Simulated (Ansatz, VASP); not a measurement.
## Two plane-wave programs on N

```
N
1.0
     2.51947    0.00000    0.00000
    -1.25974    2.18193    0.00000
     0.00000    0.00000    2.44600
N
2
Cartesian
  0.0000 1.4546 1.8345
  1.2597 0.7273 0.6115
```

Alike in both runs: task single point; functional PBE-based screened hybrid; k mesh 6 × 6 × 6; occupations fermi-dirac, width 0.05 eV; no spin polarisation.

|  | VASP | Ansatz |
| --- | --- | --- |
| version | VASP 6.6.1 | Ansatz 0.2.0 |
| potentials or method | VASP PAW PBE potentials, release 64 (N) | Ansatz PAW |
| plane-wave cutoff (eV) | 520 | 420 |
| valence electrons in the cell | 10 | 10 |

|  | VASP | Ansatz | Ansatz less VASP |
| --- | --- | --- | --- |
| gap on the k mesh at the Fermi level (eV) | none | none | - |
| pressure (GPa) | 1.4 | 1.4 | -0.02 |
| traceless stress, the component that is largest in VASP (GPa) | -6.50 | -6.64 | -0.136 |

VASP's potentials were made for PBE, not for PBE-based screened hybrid. A gap of «none» marks a metal or a gap that the smearing closes. The functional is the same, so the differences come from potentials, cutoffs and numerics.

The k mesh is coarse, so the values compare programs but aren't converged.
